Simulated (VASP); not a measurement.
Here is a VASP 6.6.1 calculation.

INCAR

```
  PREC = Accurate
  ENCUT = 520
  EDIFF = 1E-6
  ISMEAR = 0
  SIGMA = 0.02
  LREAL = False
  LASPH = True
  NELM = 60
  ALGO = Normal
  ISIF = 2
  LWAVE = False
  LCHARG = True
  GGA = PE
  LELF = True
  LVHAR = True
  NBANDS = 28
```

Contents of KPOINTS:

```
regular mesh
0
Gamma
  4 4 4
```

File POSCAR:

```
Cs3SI
1.0
    6.4805296596      0.0000000000      0.0000000000
    0.0000000000      6.4805296596      0.0000000000
    0.0000000000      0.0000000000      6.4805296596
Cs S I
3 1 1
Direct
    0.5000000000      0.0000000000      0.0000000000
    0.0000000000      0.5000000000      0.0000000000
    0.0000000000      0.0000000000      0.5000000000
    0.0000000000      0.0000000000      0.0000000000
    0.5000000000      0.5000000000      0.5000000000
```

Potentials or basis: VASP PAW PBE potentials, release 64 (Cs_sv, S, I).

The run is started by

```console
$ cat potpaw_PBE.64/Cs_sv/POTCAR potpaw_PBE.64/S/POTCAR potpaw_PBE.64/I/POTCAR > POTCAR
$ mpirun -np 1 vasp_std > vasp.out
```

Task: What does it give for the band gap on the k mesh?

Result: 1.01 eV.

Task: Predict the pressure.

Result: 1.1 GPa.

Caveat: spin-orbit coupling is left out, which moves the levels of the heavy elements. A k mesh can miss the band edges.
